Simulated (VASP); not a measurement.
# Mg2C3 (C2/m) in VASP: a series of runs, part 2 of 3

VASP 6.6.1. Earlier steps stand in the parts before.

## (3) Relaxation of cell and atoms, r2SCAN

This run uses another cell than the first one, of 10.97 Å³/atom.

Input file POSCAR:

```
Mg2C3
1.0
    2.4155000000     -2.3500000000      0.0000000000
    2.4155000000      2.3500000000      0.0000000000
   -1.2270700000      0.0000000000      4.8332800000
Mg C
2 3
Direct
    0.8087000000      0.8087000000      0.2011000000
    0.1913000000      0.1913000000      0.7989000000
    0.2989000000      0.2989000000      0.2615000000
    0.7011000000      0.7011000000      0.7385000000
    0.5000000000      0.5000000000      0.5000000000
```

Input file INCAR.step1:

```
SYSTEM = Mg2C3
PREC = Accurate
ENCUT = 600
ISMEAR = 0
SIGMA = 0.1
LREAL = .FALSE.
LASPH = .TRUE.
NELM = 60
GGA = PE
ALGO = Normal
EDIFF = 1E-4
LWAVE = .TRUE.
LCHARG = .FALSE.
```

Input file INCAR.step2:

```
SYSTEM = Mg2C3
PREC = Accurate
ENCUT = 600
EDIFF = 1E-7
ISMEAR = 0
SIGMA = 0.1
LREAL = .FALSE.
LASPH = .TRUE.
NELM = 60
ALGO = Normal
ISIF = 3
LWAVE = .FALSE.
LCHARG = .FALSE.
METAGGA = R2SCAN
LMIXTAU = .TRUE.
IBRION = 2
NSW = 100
EDIFFG = -0.05
ISTART = 1
```

Input file KPOINTS:

```
Automatic mesh
0
G
  6 6 4
  0 0 0
```

Potentials or basis: VASP PAW PBE potentials, release 64 (Mg, C).

Launch:

```
cat potpaw_PBE.64/Mg/POTCAR potpaw_PBE.64/C/POTCAR > POTCAR
cp INCAR.step1 INCAR
mpirun -np 1 vasp_std > vasp.out
cp INCAR.step2 INCAR
mpirun -np 1 vasp_std > vasp.out
```

OUTCAR:

```text
SYSTEM = Mg2C3
   PREC = Accurate
   ENCUT = 600
   EDIFF = 1E-7
   ISMEAR = 0
   LREAL = .FALSE.
   LASPH = .TRUE.
   NELM = 60
   ISIF = 3
   METAGGA = R2SCAN
   IBRION = 2
   NSW = 100
   EDIFFG = -0.05
   ISTART = 1

 ion  position               nearest neighbor table
   1  0.809  0.809  0.201-   4 2.24   3 2.31   5 2.35   3 2.37   3 2.37   3 2.55   5 2.81   5 2.81
                             4 2.85   2 3.04   2 3.05   2 3.05   2 3.10   2 3.16
   2  0.191  0.191  0.799-   3 2.24   4 2.31   5 2.35   4 2.37   4 2.37   4 2.55   5 2.81   5 2.81
                             3 2.85   1 3.04   1 3.05   1 3.05   1 3.10   1 3.16
   3  0.299  0.299  0.261-   5 1.34   2 2.24   1 2.31   1 2.37   1 2.37   1 2.55   2 2.85
   4  0.701  0.701  0.739-   5 1.34   1 2.24   2 2.31   2 2.37   2 2.37   2 2.55   1 2.85
   5  0.500  0.500  0.500-   3 1.34   4 1.34   1 2.35   2 2.35   2 2.81   2 2.81   1 2.81   1 2.81

  LATTYP: Found a base centered monoclinic cell.
 ALAT       =     4.8310000000
 B/A-ratio  =     0.9728834610
 C/A-ratio  =     1.0322110763
 COS(beta)  =    -0.2460728991

  Lattice vectors:

 A1 = (   2.4155000000,  -2.3500000000,   0.0000000000)
 A2 = (   2.4155000000,   2.3500000000,   0.0000000000)
 A3 = (  -1.2270700000,   0.0000000000,   4.8332800000)

Analysis of symmetry for initial positions (statically):
=====================================================================
 Subroutine PRICEL returns:
 Original cell was already a primitive cell.
[... 331 lines left out ...]
--------------------------------------- Ionic step        5  -------------------------------------------

 number of electron      15.9999999 magnetization

 Free energy of the ion-electron system (eV)
  ---------------------------------------------------
  ext. energy  EPLUGINS =         0.00000000
  ---------------------------------------------------
  free energy    TOTEN  =       -37.62208085 eV

  energy without entropy =      -37.62208085  energy(sigma->0) =      -37.62208085

 E-fermi :   5.1338     XC(G=0): -10.9908

 val. band max:        4.6490553549   @ k =   0.0000   0.0000   0.5000
 cond. band min:       6.6860420244   @ k =   0.5000   0.5000   0.0000
 fundamental gap:      2.0369866695
 Fermi energy:         5.1337830881

 k-point     1 :       0.0000    0.0000    0.0000
  band No.  band energies     occupation
      1     -12.4377      2.00000
      2      -8.2253      2.00000
      3      -3.1826      2.00000
      4       0.2972      2.00000
      5       1.0928      2.00000
      6       1.4500      2.00000
      7       3.1064      2.00000
      8       3.8909      2.00000
      9       8.5979      0.00000
     10       8.6525      0.00000
     11       9.1424      0.00000
     12      12.9359      0.00000
[... 331 lines left out ...]
 k-point    24 :      -0.1667    0.1667    0.2500
  band No.  band energies     occupation
      1     -12.0897      2.00000
      2      -8.3471      2.00000
      3      -2.4944      2.00000
      4      -0.5032      2.00000
      5       0.0273      2.00000
      6       0.6685      2.00000
      7       3.5167      2.00000
      8       3.9199      2.00000
      9       7.7757      0.00000
     10       9.4504      0.00000
     11      10.3061      0.00000
     12      12.2232      0.00000

 [... further k-points ...]
[... 5 lines left out ...]
  --------------------------------------------------------------------------------------
  -------------------------------------------------------------------------------------
  Total       -0.1271807     -0.0490577      0.1135778      0.0000000      0.0000000      0.0534745
  in kB       -3.7821516     -1.4588996      3.3776236      0.0000000      0.0000000      1.5902484
  external PRESSURE =      -0.6211425 kB  Pullay stress =       0.0000000 kB
[... 20 lines left out ...]
  FREE ENERGIE OF THE ION-ELECTRON SYSTEM (eV)
  ---------------------------------------------------
  free  energy   TOTEN  =       -37.6220808471 eV

  energy  without entropy=      -37.6220808471  energy(sigma->0) =      -37.62208085

 reached required accuracy - stopping structural energy minimisation
```

It took 5.5 min on 1 thread of Intel Xeon Platinum 8488C (Sapphire Rapids), shared host; peak memory 0.21 GiB.

Results:

```yaml
Free_energy: -37.6221 eV
Relaxed_volume: 10.78 Å³/atom
Relaxed_cell: a = 3.347 Å, b = 3.347 Å, c = 4.960 Å, α = 100.08°, β = 100.08°, γ = 88.52°
Space_group_after_relaxing_to_0.1_Å: C2/m (No. 12)
Energy_gained_by_relaxing: 3.2 meV/atom
Ionic_steps: 5
Pressure_after_relaxing: -0.1 GPa
Largest_force_after_relaxing: 0.042 eV/Å
Band_gap_on_the_k_mesh: 2.04 eV (least direct gap 2.79 eV)
```

Forces in eV/Å, atoms in the order of the input:
```
Mg  -0.004  0.000 -0.015
Mg   0.004  0.000  0.015
C    0.041  0.000  0.005
C   -0.041  0.000 -0.005
C    0.000  0.000  0.000
```

Stress tensor (GPa, compression positive):
```
-0.38  0.00  0.16
 0.00 -0.15  0.00
 0.16  0.00  0.34
```

The path:
```csv
step,energy change (eV),largest force (eV/Å),pressure (GPa),volume (Å³)
1,0.0000,0.7184,-3.40,54.87
2,0.1402,3.2605,8.37,53.04
3,-0.0122,0.0581,-1.07,54.45
4,-0.0122,0.0662,-1.00,54.43
5,-0.0161,0.0417,-0.06,53.88
```

Final structure:
```cif
data_structure
_symmetry_space_group_name_H-M 'P 1'
_symmetry_Int_Tables_number 1
_cell_length_a 3.3473
_cell_length_b 3.3473
_cell_length_c 4.9605
_cell_angle_alpha 100.081
_cell_angle_beta 100.081
_cell_angle_gamma 88.523
_cell_volume 53.88
loop_
_atom_site_label
_atom_site_type_symbol
_atom_site_fract_x
_atom_site_fract_y
_atom_site_fract_z
_atom_site_occupancy
Mg1 Mg 0.80860 0.80860 0.20047 1
Mg2 Mg 0.19140 0.19140 0.79953 1
C1 C 0.30014 0.30014 0.26264 1
C2 C 0.69986 0.69986 0.73736 1
C3 C 0.50000 0.50000 0.50000 1
```

Caveat: the PAW data sets were made with another functional, which shifts forces and pressure a little; the relaxation stopped at a loose force limit of 0.05 eV/Å, so its end isn't a converged minimum. A k mesh can miss the band edges.

## (4) Single point, r2SCAN

Input file POSCAR:

```
Mg2C3
1.0
    2.3946202730     -2.3394301392     -0.0014093261
    2.3946202730      2.3394301392     -0.0014093261
   -1.2192831158      0.0000000000      4.8336831727
Mg C
2 3
Direct
    0.8088325532      0.8088325532      0.1995457000
    0.1911674468      0.1911674468      0.8004543000
    0.3022544289      0.3022544289      0.2625601109
    0.6977455711      0.6977455711      0.7374398891
    0.5000000000      0.5000000000      0.5000000000
```

Input file INCAR.step1:

```
PREC = Accurate
ENCUT = 660
ISMEAR = 0
SIGMA = 0.1
LREAL = False
LASPH = True
NELM = 120
NBANDS = 24
GGA = PE
ALGO = Normal
EDIFF = 1E-5
LWAVE = True
LCHARG = False
GGA_COMPAT = False
```

Input file INCAR.step2:

```
PREC = Accurate
ENCUT = 660
EDIFF = 1E-6
ISMEAR = 0
SIGMA = 0.1
LREAL = False
LASPH = True
NELM = 120
ALGO = Normal
ISIF = 2
LWAVE = False
LCHARG = True
METAGGA = R2SCAN
LMIXTAU = True
LELF = True
LVHAR = True
NBANDS = 24
ISTART = 1
GGA_COMPAT = False
```

Input file KPOINTS:

```
Automatic mesh
0
Gamma
  6 6 4
```

Potentials or basis: VASP PAW PBE potentials, release 64 (Mg_sv, C).

Launch:

```
cat potpaw_PBE.64/Mg_sv/POTCAR potpaw_PBE.64/C/POTCAR > POTCAR
cp INCAR.step1 INCAR
mpirun -np 1 vasp_std > vasp.out
cp INCAR.step2 INCAR
mpirun -np 1 vasp_std > vasp.out
```

OUTCAR:

```text
PREC = Accurate
   ENCUT = 660
   EDIFF = 1E-6
   ISMEAR = 0
   LREAL = False
   LASPH = True
   NELM = 120
   ISIF = 2
   METAGGA = R2SCAN
   ISTART = 1

 ion  position               nearest neighbor table
   1  0.809  0.809  0.200-
   2  0.191  0.191  0.800-
   3  0.302  0.302  0.263-   5 1.32
   4  0.698  0.698  0.737-   5 1.32
   5  0.500  0.500  0.500-   3 1.32   4 1.32

  LATTYP: Found a base centered monoclinic cell.
 ALAT       =     4.7892413754
 B/A-ratio  =     0.9769522794
 C/A-ratio  =     1.0408939158
 COS(beta)  =    -0.2451564909

  Lattice vectors:

 A1 = (   2.3946202730,  -2.3394301392,  -0.0014093261)
 A2 = (   2.3946202730,   2.3394301392,  -0.0014093261)
 A3 = (  -1.2192831158,   0.0000000000,   4.8336831727)

Analysis of symmetry for initial positions (statically):
=====================================================================
 Subroutine PRICEL returns:
 Original cell was already a primitive cell.

 Routine SETGRP: Setting up the symmetry group for a
 base centered monoclinic supercell.

 Subroutine GETGRP returns: Found  4 space group operations
 (whereof  4 operations were pure point group operations)
 out of a pool of  4 trial point group operations.

The static configuration has the point symmetry C_2h.

Analysis of symmetry for dynamics (positions and initial velocities):
=====================================================================
 Subroutine PRICEL returns:
 Original cell was already a primitive cell.

 Routine SETGRP: Setting up the symmetry group for a
 base centered monoclinic supercell.

 Subroutine GETGRP returns: Found  4 space group operations
 (whereof  4 operations were pure point group operations)
 out of a pool of  4 trial point group operations.

The dynamic configuration has the point symmetry C_2h.

 Subroutine INISYM returns: Found  4 space group operations
 (whereof  4 operations are pure point group operations),
 and found     1 'primitive' translations

----------------------------------------------------------------------------------------

                                     Primitive cell

  volume of cell :      54.1490

  direct lattice vectors                    reciprocal lattice vectors
     2.394620273 -2.339430139 -0.001409326     0.208832375 -0.213727263  0.052677385
     2.394620273  2.339430139 -0.001409326     0.208832375  0.213727263  0.052677385
    -1.219283116  0.000000000  4.833683173     0.000121776  0.000000000  0.206912295

  length of vectors
     3.347706919  3.347706919  4.985092209     0.303422495  0.303422495  0.206912331

  position of ions in fractional coordinates (direct lattice)
     0.808832553  0.808832553  0.199545700
     0.191167447  0.191167447  0.800454300
     0.302254429  0.302254429  0.262560111
     0.697745571  0.697745571  0.737439889
     0.500000000  0.500000000  0.500000000

  ion indices of the primitive-cell ions
   primitive index   ion index
                 1           1
                 2           2
                 3           3
                 4           4
                 5           5

----------------------------------------------------------------------------------------

 KPOINTS: Automatic mesh

Automatic generation of k-mesh.
 Grid dimensions read from file:
 generate k-points for:    6    6    4

 Generating k-lattice:

  Cartesian coordinates                     Fractional coordinates (reciprocal lattice)
     0.034805396 -0.035621210  0.008779564     0.166666667  0.000000000  0.000000000
     0.034805396  0.035621210  0.008779564     0.000000000  0.166666667  0.000000000
     0.000030444  0.000000000  0.051728074     0.000000000  0.000000000  0.250000000

  Length of vectors
     0.050570416  0.050570416  0.051728083

  Shift w.r.t. Gamma in fractional coordinates (k-lattice)
     0.000000000  0.000000000  0.000000000

 Subroutine IBZKPT returns following result:
 ===========================================

 Found     47 irreducible k-points:

 Following reciprocal coordinates:
            Coordinates               Weight
  0.000000  0.000000  0.000000      1.000000
  0.166667  0.000000  0.000000      4.000000
  0.333333  0.000000  0.000000      4.000000
  0.500000  0.000000  0.000000      2.000000
  0.166667  0.166667  0.000000      2.000000
  0.333333  0.166667  0.000000      4.000000
[... 16 lines left out ...]
 -0.333333  0.166667  0.250000      4.000000
 -0.166667  0.166667  0.250000      4.000000
 [... further k-points ...]
   k-points           NKPTS =     47   k-points in BZ     NKDIM =     47   number of bands    NBANDS=     24
   number of dos      NEDOS =    301   number of ions     NIONS =      5
   total plane-waves  NPLWV =  32928
   dimension x,y,z NGX =    28 NGY =   28 NGZ =   42
   dimension x,y,z NGXF=    56 NGYF=   56 NGZF=   84
   ions per type =               2   3
   NGX,Y,Z   is equivalent  to a cutoff of  13.90, 13.90, 14.01 a.u.
   NGXF,Y,Z  is equivalent  to a cutoff of  27.81, 27.81, 28.01 a.u.
 SYSTEM =  unknown system
   PREC   = accura    normal or accurate (medium, high low for compatibility)
   ISTART =      1    job   : 0-new  1-cont  2-samecut
   ICHARG =      0    charge: 1-file 2-atom 10-const
   ISPIN  =      1    spin polarized calculation?
   LNONCOLLINEAR =      F non collinear calculations
   LSORBIT =      F    spin-orbit coupling
   LASPH  =      T    aspherical Exc in radial PAW
   ENCUT  =  660.0 eV  48.51 Ry    6.96 a.u.   7.01  7.01 10.44*2*pi/ulx,y,z
   NELM   =    120;   NELMIN=  2; NELMDL=  0     # of ELM steps
   EDIFF  = 0.1E-05   stopping-criterion for ELM
   LREAL  =      F    real-space projection
   EDIFFG = 0.1E-04   stopping-criterion for IOM
   NSW    =      0    number of steps for IOM
   IBRION =     -1    ionic relax: 0-MD 1-quasi-New 2-CG
   NFREE  =      0    steps in history (QN), initial steepest desc. (CG)
   ISIF   =      2    stress and relaxation
   ISYM   =      2    0-nonsym 1-usesym 2-fastsym
   POTIM  = 0.5000    time-step for ionic-motion
   TEBEG  =    0.0;   TEEND  =   0.0 temperature during run
   PSTRESS=    0.0 pullay stress
   NELECT =      32.0000    total number of electrons
   NUPDOWN=      -1.0000    fix difference up-down
   EMIN   =  10.00;   EMAX   =-10.00  energy-range for DOS
   EFERMI =   0.00;   METHOD = LEGACY
   ISMEAR =     0;   SIGMA  =   0.10  broadening in eV -4-tet -1-fermi 0-gaus
   EFERMI_NEDOS =   21; number of points for ismear=-14 and -15
   IALGO  =     38    algorithm
   IMIX   =      4    mixing-type and parameters
     AMIX     =   0.40;   BMIX     =  1.00
     AMIX_MAG =   1.60;   BMIX_MAG =  1.00
  volume/ion in A,a.u.               =      10.83        73.08
  Fermi-wavevector in a.u.,A,eV,Ry     =   1.373814  2.596132 25.679167  1.887366
  Thomas-Fermi vector in A             =   2.499297
   LORBIT       =      0    0 simple, 1 ext, 2 COOP (PROOUT), +10 PAW based schemes
   METAGGA = R2SCAN    functional components
   LHFCALC =     F    Hartree Fock is set to
   AEXX    =    0.0000 exact exchange contribution
   IVDW    =     0    specifies the selected vdW correction
   LEPSILON=     F    determine dielectric tensor
   LRPA    =     F    only Hartree local field effects (RPA)
 non-spin polarized calculation
 Gauss-broadening in eV      SIGMA  =   0.10
  energy-cutoff  :      660.00
  volume of cell :       54.15
 maximum number of plane-waves:      2100
   NGX = 15   NGY = 15   NGZ = 21

 number of electron      31.9999993 magnetization

 Free energy of the ion-electron system (eV)
  ---------------------------------------------------
  ext. energy  EPLUGINS =         0.00000000
  ---------------------------------------------------
  free energy    TOTEN  =       -37.70588617 eV

  energy without entropy =      -37.70588617  energy(sigma->0) =      -37.70588617

 E-fermi :   4.9688     XC(G=0): -11.2733

 val. band max:        4.4754738710   @ k =   0.0000   0.0000   0.5000
 cond. band min:       6.4447931981   @ k =   0.5000   0.5000   0.0000
 fundamental gap:      1.9693193271
 Fermi energy:         4.9687953534

 k-point     1 :       0.0000    0.0000    0.0000
  band No.  band energies     occupation
      1     -73.7839      2.00000
      2     -73.7796      2.00000
      3     -38.9448      2.00000
      4     -38.9168      2.00000
      5     -38.9014      2.00000
      6     -38.8879      2.00000
[... 16 lines left out ...]
     23      14.5587      0.00000
     24      15.7342      0.00000
[... 598 lines left out ...]
      2     -73.7801      2.00000
      3     -38.9397      2.00000
      4     -38.9236      2.00000
      5     -38.9030      2.00000
      6     -38.8911      2.00000
[... 16 lines left out ...]
     23      14.3785      0.00000
     24      15.7736      0.00000

 [... further k-points ...]
[... 5 lines left out ...]
  --------------------------------------------------------------------------------------
  -------------------------------------------------------------------------------------
  Total       -0.1023301     -0.1578065      0.1410557      0.0000000      0.0000000      0.0792845
  in kB       -3.0277739     -4.6692280      4.1736000      0.0000000      0.0000000      2.3458937
  external PRESSURE =      -1.1744673 kB  Pullay stress =       0.0000000 kB

 VOLUME and BASIS-vectors are now :
 -----------------------------------------------------------------------------
  energy-cutoff  :      660.00
  volume of cell :       54.15
      direct lattice vectors                 reciprocal lattice vectors
     2.394620273 -2.339430139 -0.001409326     0.208832375 -0.213727263  0.052677385
     2.394620273  2.339430139 -0.001409326     0.208832375  0.213727263  0.052677385
    -1.219283116  0.000000000  4.833683173     0.000121776  0.000000000  0.206912295

 POSITION                                       TOTAL-FORCE (eV/Angst)
 -----------------------------------------------------------------------------------
      3.63039      0.00000      0.96226        -0.038838      0.000000     -0.008569
     -0.06043      0.00000      3.86860         0.038838      0.000000      0.008569
      1.12743      0.00000      1.26828        -0.030183      0.000000     -0.100307
      2.44252      0.00000      3.56258         0.030183      0.000000      0.100307
      1.78498      0.00000      2.41543        -0.000000      0.000000      0.000000
 -----------------------------------------------------------------------------------
    total drift:                                0.000000      0.000000     -0.000000

  FREE ENERGIE OF THE ION-ELECTRON SYSTEM (eV)
  ---------------------------------------------------
  free  energy   TOTEN  =       -37.7058861679 eV

  energy  without entropy=      -37.7058861679  energy(sigma->0) =      -37.70588617
```

Wall time 9.3 min (1 thread of AMD EPYC 7R43 (Zen 3), shared host); peak memory 0.18 GiB.

What came out:

| Item | Value |
| --- | --- |
| Free energy | -37.7059 eV |
| Pressure | -0.1 GPa |
| Largest force | 0.105 eV/Å |
| Band gap on the k mesh | 1.97 eV (least direct gap 2.74 eV) |

Forces on the atoms (eV/Å):
```
Mg  -0.039  0.000 -0.009
Mg   0.039  0.000  0.009
C   -0.030  0.000 -0.100
C    0.030  0.000  0.100
C    0.000  0.000  0.000
```

Levels at points of the mesh, in eV from the valence-band top:
```csv
k point,band 14,band 15,band 16,band 17,band 18,band 19
"(0.00, 0.00, 0.00)",-3.26,-1.53,-0.75,3.95,3.98,4.53
"(0.50, 0.00, 0.00)",-3.46,-3.25,-0.19,3.35,4.98,6.90
"(0.50, 0.50, 0.00)",-4.04,-2.55,-1.28,1.97,2.58,3.55
"(0.00, 0.00, 0.50)",-3.80,-0.94,0.00,3.46,3.78,4.65
"(0.50, 0.00, 0.50)",-3.43,-1.41,-0.28,2.45,4.24,6.38
"(0.50, 0.50, 0.50)",-4.24,-3.08,-2.08,2.35,4.02,5.92
```

Caveat: the PAW data sets were made with another functional, which shifts forces and pressure a little. A k mesh can miss the band edges.

(Part 2 of 3 ends here.)
